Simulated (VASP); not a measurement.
# GaN in VASP: notebook

The runs below take GaN through single point, with PBEsol.

All numbers are computed with VASP 6.6.1; they aren't measurements. Logs are shortened: lines on timing, memory, paths and dates and some standing lists are left out, and cuts for length are marked.

**1. The cell of the first run**

It takes space group C222_1 (No. 20, orthorhombic). The conventional cell has a = 4.318 Å, b = 4.498 Å, c = 4.318 Å, α = 90.00°, β = 90.00°, γ = 90.00°. Within 2.5 Å of Ga (site symmetry 2) lie 4 N at 1.86 to 1.93 Å. N (site symmetry 2) has 4 Ga at 1.86 to 1.93 Å within 2.5 Å.

**2. Single point, PBEsol**

Input file INCAR:

```
PREC = Accurate ; ENCUT = 520
EDIFF = 1E-6 ; ISMEAR = 0
SIGMA = 0.05 ; LREAL = F
LASPH = T ; NELM = 80
ALGO = Normal ; ISIF = 2
LWAVE = F ; LCHARG = F
GGA = PS ; NBANDS = 26
```

Input file KPOINTS:

```
Automatic mesh
0
Gamma
  8 8 6
```

Input file POSCAR:

```
GaN
1.0
    0.0000000000     -2.2490913701     -2.1591277153
    0.0000000000      2.2490913701     -2.1591277153
    4.3182554305      0.0000000000      0.0000000000
Ga N
2 2
Direct
    0.4984372640      0.4984372640      0.5000000000
    0.0015627360      0.0015627360      0.0000000000
    0.0128940960      0.4871059040      0.2500000000
    0.4871059040      0.0128940960      0.7500000000
```

Potentials or basis: VASP PAW PBE potentials, release 64 (Ga_d, N).

On the command line:

```
cat potpaw_PBE.64/Ga_d/POTCAR potpaw_PBE.64/N/POTCAR > POTCAR
mpirun -np 1 vasp_std > vasp.out
```

OUTCAR:

```text
PREC = Accurate
   ENCUT = 520
   EDIFF = 1E-6
   ISMEAR = 0
   LREAL = F
   LASPH = T
   NELM = 80
   ISIF = 2
   GGA = PS

 ion  position               nearest neighbor table
   1  0.498  0.498  0.500-   3 1.86   4 1.86   3 1.93   4 1.93
   2  0.002  0.002  0.000-   3 1.86   4 1.86   3 1.93   4 1.93
   3  0.013  0.487  0.250-   1 1.86   2 1.86   2 1.93   1 1.93
   4  0.487  0.013  0.750-   1 1.86   2 1.86   2 1.93   1 1.93

  LATTYP: Found a base centered orthorhombic cell.
 ALAT       =     4.3182554306
 B/A-ratio  =     1.0416666667
 C/A-ratio  =     1.0000000000

  Lattice vectors:

 A1 = (   0.0000000000,  -2.2490913701,  -2.1591277153)
 A2 = (   0.0000000000,   2.2490913701,  -2.1591277153)
 A3 = (   4.3182554305,   0.0000000000,   0.0000000000)

Analysis of symmetry for initial positions (statically):
=====================================================================
 Subroutine PRICEL returns:
 Original cell was already a primitive cell.

 Routine SETGRP: Setting up the symmetry group for a
 base centered orthorhombic supercell.

 Subroutine GETGRP returns: Found  4 space group operations
 (whereof  2 operations were pure point group operations)
 out of a pool of  8 trial point group operations.

The static configuration has the point symmetry C_2 .
 The point group associated with its full space group is D_2 .

Analysis of symmetry for dynamics (positions and initial velocities):
=====================================================================
 Subroutine PRICEL returns:
 Original cell was already a primitive cell.

 Routine SETGRP: Setting up the symmetry group for a
 base centered orthorhombic supercell.

 Subroutine GETGRP returns: Found  4 space group operations
 (whereof  2 operations were pure point group operations)
 out of a pool of  8 trial point group operations.

The dynamic configuration has the point symmetry C_2 .
 The point group associated with its full space group is D_2 .

 Subroutine INISYM returns: Found  4 space group operations
 (whereof  2 operations are pure point group operations),
 and found     1 'primitive' translations

----------------------------------------------------------------------------------------

                                     Primitive cell

  volume of cell :      41.9395

  direct lattice vectors                    reciprocal lattice vectors
     0.000000000 -2.249091370 -2.159127715     0.000000000 -0.222312000 -0.231575000
     0.000000000  2.249091370 -2.159127715     0.000000000  0.222312000 -0.231575000
     4.318255430  0.000000000  0.000000000     0.231575000  0.000000000  0.000000000

  length of vectors
     3.117730662  3.117730662  4.318255430     0.321013404  0.321013404  0.231575000

  position of ions in fractional coordinates (direct lattice)
     0.498437264  0.498437264  0.500000000
     0.001562736  0.001562736  0.000000000
     0.012894096  0.487105904  0.250000000
     0.487105904  0.012894096  0.750000000

  ion indices of the primitive-cell ions
   primitive index   ion index
                 1           1
                 2           2
                 3           3
                 4           4

----------------------------------------------------------------------------------------

 KPOINTS: Automatic mesh

Automatic generation of k-mesh.
 Grid dimensions read from file:
 generate k-points for:    8    8    6

 Generating k-lattice:

  Cartesian coordinates                     Fractional coordinates (reciprocal lattice)
     0.000000000 -0.027789000 -0.028946875     0.125000000  0.000000000  0.000000000
     0.000000000  0.027789000 -0.028946875     0.000000000  0.125000000  0.000000000
     0.038595833  0.000000000  0.000000000     0.000000000  0.000000000  0.166666667

  Length of vectors
     0.040126676  0.040126676  0.038595833

  Shift w.r.t. Gamma in fractional coordinates (k-lattice)
     0.000000000  0.000000000  0.000000000

 Subroutine IBZKPT returns following result:
 ===========================================

 Found     84 irreducible k-points:

 Following reciprocal coordinates:
            Coordinates               Weight
  0.000000  0.000000  0.000000      1.000000
  0.125000 -0.000000  0.000000      4.000000
  0.250000 -0.000000  0.000000      4.000000
  0.375000  0.000000  0.000000      4.000000
  0.500000 -0.000000  0.000000      2.000000
  0.125000  0.125000  0.000000      2.000000
[... 16 lines left out ...]
  0.125000 -0.000000  0.166667      8.000000
  0.250000 -0.000000  0.166667      8.000000
 [... further k-points ...]
   k-points           NKPTS =     84   k-points in BZ     NKDIM =     84   number of bands    NBANDS=     26
   number of dos      NEDOS =    301   number of ions     NIONS =      4
   total plane-waves  NPLWV =  18432
   dimension x,y,z NGX =    24 NGY =   24 NGZ =   32
   dimension x,y,z NGXF=    48 NGYF=   48 NGZF=   64
   ions per type =               2   2
   NGX,Y,Z   is equivalent  to a cutoff of  12.80, 12.80, 12.32 a.u.
   NGXF,Y,Z  is equivalent  to a cutoff of  25.59, 25.59, 24.64 a.u.
 SYSTEM =  unknown system
   PREC   = accura    normal or accurate (medium, high low for compatibility)
   ISTART =      0    job   : 0-new  1-cont  2-samecut
   ICHARG =      2    charge: 1-file 2-atom 10-const
   ISPIN  =      1    spin polarized calculation?
   LNONCOLLINEAR =      F non collinear calculations
   LSORBIT =      F    spin-orbit coupling
   LASPH  =      T    aspherical Exc in radial PAW
   ENCUT  =  520.0 eV  38.22 Ry    6.18 a.u.   5.80  5.80  8.03*2*pi/ulx,y,z
   NELM   =     80;   NELMIN=  2; NELMDL= -5     # of ELM steps
   EDIFF  = 0.1E-05   stopping-criterion for ELM
   LREAL  =      F    real-space projection
   EDIFFG = 0.1E-04   stopping-criterion for IOM
   NSW    =      0    number of steps for IOM
   IBRION =     -1    ionic relax: 0-MD 1-quasi-New 2-CG
   NFREE  =      0    steps in history (QN), initial steepest desc. (CG)
   ISIF   =      2    stress and relaxation
   ISYM   =      2    0-nonsym 1-usesym 2-fastsym
   POTIM  = 0.5000    time-step for ionic-motion
   TEBEG  =    0.0;   TEEND  =   0.0 temperature during run
   PSTRESS=    0.0 pullay stress
   NELECT =      36.0000    total number of electrons
   NUPDOWN=      -1.0000    fix difference up-down
   EMIN   =  10.00;   EMAX   =-10.00  energy-range for DOS
   EFERMI =   0.00;   METHOD = LEGACY
   ISMEAR =     0;   SIGMA  =   0.05  broadening in eV -4-tet -1-fermi 0-gaus
   EFERMI_NEDOS =   21; number of points for ismear=-14 and -15
   IALGO  =     38    algorithm
   IMIX   =      4    mixing-type and parameters
     AMIX     =   0.40;   BMIX     =  1.00
     AMIX_MAG =   1.60;   BMIX_MAG =  1.00
  volume/ion in A,a.u.               =      10.48        70.76
  Fermi-wavevector in a.u.,A,eV,Ry     =   1.555850  2.940130 32.935208  2.420669
  Thomas-Fermi vector in A             =   2.659731
   LORBIT       =      0    0 simple, 1 ext, 2 COOP (PROOUT), +10 PAW based schemes
   GGA     = PS    functional components
   LHFCALC =     F    Hartree Fock is set to
   AEXX    =    0.0000 exact exchange contribution
   IVDW    =     0    specifies the selected vdW correction
   LEPSILON=     F    determine dielectric tensor
   LRPA    =     F    only Hartree local field effects (RPA)
 non-spin polarized calculation
 Gauss-broadening in eV      SIGMA  =   0.05
  energy-cutoff  :      520.00
  volume of cell :       41.94
 maximum number of plane-waves:      1144
   NGX = 11   NGY = 11   NGZ = 17

 number of electron      36.0000003 magnetization

 Free energy of the ion-electron system (eV)
  ---------------------------------------------------
  ext. energy  EPLUGINS =         0.00000000
  ---------------------------------------------------
  free energy    TOTEN  =       -25.95564319 eV

  energy without entropy =      -25.95564319  energy(sigma->0) =      -25.95564319

 E-fermi :   6.5050     XC(G=0): -12.3808

 val. band max:        6.2347615338   @ k =   0.0000   0.0000   0.0000
 cond. band min:       8.3783240012   @ k =   0.0000   0.0000   0.0000
 fundamental gap:      2.1435624674
 Fermi energy:         6.5049924911

 k-point     1 :       0.0000    0.0000    0.0000
  band No.  band energies     occupation
      1     -10.5860      2.00000
      2      -9.0973      2.00000
      3      -7.4072      2.00000
      4      -7.3623      2.00000
      5      -7.3591      2.00000
      6      -7.3026      2.00000
[... 18 lines left out ...]
     25      18.8355      0.00000
     26      20.3412      0.00000

 k-point     2 :       0.1250   -0.0000    0.0000
  band No.  band energies     occupation
      1     -10.4499      2.00000
      2      -9.0995      2.00000
      3      -7.3841      2.00000
      4      -7.3416      2.00000
      5      -7.3348      2.00000
      6      -7.2795      2.00000
[... 18 lines left out ...]
     25      18.6316      0.00000
     26      19.9686      0.00000

 k-point     3 :       0.2500   -0.0000    0.0000
  band No.  band energies     occupation
      1     -10.0923      2.00000
      2      -9.1185      2.00000
      3      -7.3272      2.00000
      4      -7.2996      2.00000
      5      -7.2534      2.00000
      6      -7.2024      2.00000
[... 18 lines left out ...]
     25      18.0518      0.00000
     26      19.5337      0.00000

 k-point     4 :       0.3750    0.0000    0.0000
  band No.  band energies     occupation
      1      -9.6675      2.00000
      2      -9.1852      2.00000
      3      -7.2703      2.00000
      4      -7.2615      2.00000
      5      -7.2352      2.00000
      6      -7.1152      2.00000
[... 18 lines left out ...]
     25      17.8616      0.00000
     26      18.8386      0.00000
[... 496 lines left out ...]
      1     -10.4597      2.00000
      2      -9.1470      2.00000
      3      -7.3822      2.00000
      4      -7.3487      2.00000
      5      -7.3382      2.00000
      6      -7.2847      2.00000
[... 18 lines left out ...]
     25      18.5607      0.00000
     26      20.0051      0.00000

 k-point    23 :       0.1250   -0.0000    0.1667
  band No.  band energies     occupation
      1     -10.3325      2.00000
      2      -9.1460      2.00000
      3      -7.3640      2.00000
      4      -7.3293      2.00000
      5      -7.3044      2.00000
      6      -7.2623      2.00000
[... 18 lines left out ...]
     25      18.1575      0.00000
     26      19.8451      0.00000

 k-point    24 :       0.2500   -0.0000    0.1667
  band No.  band energies     occupation
      1     -10.0041      2.00000
      2      -9.1573      2.00000
      3      -7.3228      2.00000
      4      -7.2902      2.00000
      5      -7.2436      2.00000
      6      -7.1451      2.00000
[... 18 lines left out ...]
     25      17.7178      0.00000
     26      19.2680      0.00000

 [... further k-points ...]

------------------------ aborting loop because EDIFF is reached ----------------------------------------

  FORCE on cell =-STRESS in cart. coord.  units (eV):
  Direction    XX          YY          ZZ          XY          YZ          ZX
  --------------------------------------------------------------------------------------
  -------------------------------------------------------------------------------------
  Total        5.4624452      3.8421869      5.3534639      0.0000000      0.0000000      0.0000000
  in kB      208.6766807    146.7794688    204.5133703      0.0000000      0.0000000      0.0000000
  external PRESSURE =     186.6565066 kB  Pullay stress =       0.0000000 kB

 VOLUME and BASIS-vectors are now :
 -----------------------------------------------------------------------------
  energy-cutoff  :      520.00
  volume of cell :       41.94
      direct lattice vectors                 reciprocal lattice vectors
     0.000000000 -2.249091370 -2.159127715     0.000000000 -0.222312000 -0.231575000
     0.000000000  2.249091370 -2.159127715     0.000000000  0.222312000 -0.231575000
     4.318255430  0.000000000  0.000000000     0.231575000  0.000000000  0.000000000

 POSITION                                       TOTAL-FORCE (eV/Angst)
 -----------------------------------------------------------------------------------
      2.15913      0.00000     -2.15238         0.000000      0.000000     -0.935411
      0.00000      0.00000     -0.00675         0.000000      0.000000      0.935411
      1.07956      1.06655     -1.07956        -0.000000      1.357936      0.000000
      3.23869     -1.06655     -1.07956         0.000000     -1.357936      0.000000
 -----------------------------------------------------------------------------------
    total drift:                               -0.000000      0.000000     -0.000000

  FREE ENERGIE OF THE ION-ELECTRON SYSTEM (eV)
  ---------------------------------------------------
  free  energy   TOTEN  =       -25.9556431924 eV

  energy  without entropy=      -25.9556431924  energy(sigma->0) =      -25.95564319
```

Run time: 33 s. Hardware: 1 thread of AMD EPYC 9R45 (Zen 5), shared host; peak memory 0.17 GiB.

Results:

```
Free energy            : -25.9556 eV
Pressure               : 18.7 GPa
Largest force          : 1.358 eV/Å
Band gap on the k mesh : 2.14 eV
```

Forces in eV/Å, atoms in the order of the input:
```
Ga   0.000  0.000 -0.935
Ga   0.000  0.000  0.935
N    0.000  1.358  0.000
N    0.000 -1.358  0.000
```

Stress tensor (GPa, compression positive):
```
20.87  0.00  0.00
 0.00 14.68  0.00
 0.00  0.00 20.45
```

Levels at points of the mesh, in eV from the valence-band top:
```csv
k point,band 15,band 16,band 17,band 18,band 19,band 20,band 21,band 22
"(0.00, 0.00, 0.00)",-3.23,-0.23,-0.03,0.00,2.14,3.09,6.75,10.48
"(0.50, 0.00, 0.00)",-3.78,-3.47,-1.47,-1.20,6.81,6.98,7.37,7.53
"(0.50, 0.50, 0.00)",-3.26,-3.25,-2.93,-2.90,3.04,3.40,6.73,7.45
"(0.00, 0.00, 0.50)",-1.89,-1.89,-1.77,-1.77,4.72,4.72,7.67,7.67
"(0.50, 0.00, 0.50)",-1.36,-1.36,-1.00,-1.00,5.02,5.02,8.93,8.93
"(0.50, 0.50, 0.50)",-4.28,-4.28,-4.13,-4.13,6.22,6.22,9.24,9.24
```

Caveat: the PAW data sets were made with another functional, which shifts forces and pressure a little.

**3. Single point, PBEsol**

Input file INCAR:

```
SYSTEM = GaN
PREC     = Accurate       ! precision mode
ENCUT    = 520            ! plane-wave cutoff, eV
EDIFF    = 1E-7           ! SCF threshold, eV
ISMEAR   = 0              ! smearing method
SIGMA    = 0.05           ! smearing width, eV
LREAL    = .FALSE.        ! projectors in reciprocal space
LASPH    = .TRUE.         ! aspherical terms in the spheres
NELM     = 80             ! most SCF steps
ALGO     = Normal         ! electronic algorithm
ISIF     = 2              ! what is computed and relaxed
LWAVE    = .FALSE.        ! write WAVECAR
LCHARG   = .FALSE.        ! write CHGCAR
GGA      = PS             ! functional
NBANDS   = 26             ! bands
```

Input file KPOINTS:

```
Automatic mesh
0
G
  8 8 6
  0 0 0
```

Input file POSCAR:

```
GaN
1.0
    0.0000000000     -2.2490913701     -2.1591277153
    0.0000000000      2.2490913701     -2.1591277153
    4.3182554305      0.0000000000      0.0000000000
Ga N
2 2
Direct
    0.5000000000      0.5000000000      0.5000000000
    0.0000000000      0.0000000000      0.0000000000
    0.0000000000      0.5000000000      0.2500000000
    0.5000000000      0.0000000000      0.7500000000
```

Potentials or basis: VASP PAW PBE potentials, release 64 (Ga_d, N).

On the command line:

```
cat potpaw_PBE.64/Ga_d/POTCAR potpaw_PBE.64/N/POTCAR > POTCAR
mpirun -np 1 vasp_std > vasp.out
```

Wall time 36 s (1 thread of AMD EPYC 9R45 (Zen 5), shared host); peak memory 0.17 GiB.

The run converged. Its results:

| Quantity | Value |
| --- | --- |
| Free energy | -26.0407 eV |
| Pressure | 17.9 GPa |
| Band gap on the k mesh | 2.17 eV |

Stress tensor (GPa, compression positive):
```
19.63  0.00  0.00
 0.00 14.38  0.00
 0.00  0.00 19.63
```

Levels at points of the mesh, in eV from the valence-band top:
| k point | band 14 | band 15 | band 16 | band 17 | band 18 | band 19 | band 20 | band 21 | band 22 | band 23 |
| --- | --- | --- | --- | --- | --- | --- | --- | --- | --- | --- |
| (0.00, 0.00, 0.00) | -3.25 | -3.22 | -0.22 | 0.00 | 0.00 | 2.17 | 3.08 | 6.75 | 10.66 | 10.66 |
| (0.50, 0.00, 0.00) | -5.69 | -3.61 | -3.61 | -1.33 | -1.33 | 6.96 | 6.96 | 7.45 | 7.45 | 10.01 |
| (0.50, 0.50, 0.00) | -6.46 | -3.25 | -3.22 | -2.90 | -2.90 | 3.08 | 3.39 | 6.75 | 7.45 | 11.73 |
| (0.00, 0.00, 0.50) | -3.45 | -1.88 | -1.88 | -1.76 | -1.76 | 4.78 | 4.78 | 7.71 | 7.71 | 11.92 |
| (0.50, 0.00, 0.50) | -7.79 | -1.34 | -1.34 | -1.00 | -1.00 | 5.04 | 5.04 | 9.00 | 9.00 | 10.38 |
| (0.50, 0.50, 0.50) | -6.24 | -4.23 | -4.23 | -4.19 | -4.19 | 6.33 | 6.33 | 9.16 | 9.16 | 11.14 |

Caveat: the PAW data sets were made with another functional, which shifts forces and pressure a little. A hybrid or GW would open this gap; PBEsol tends to underestimate it.
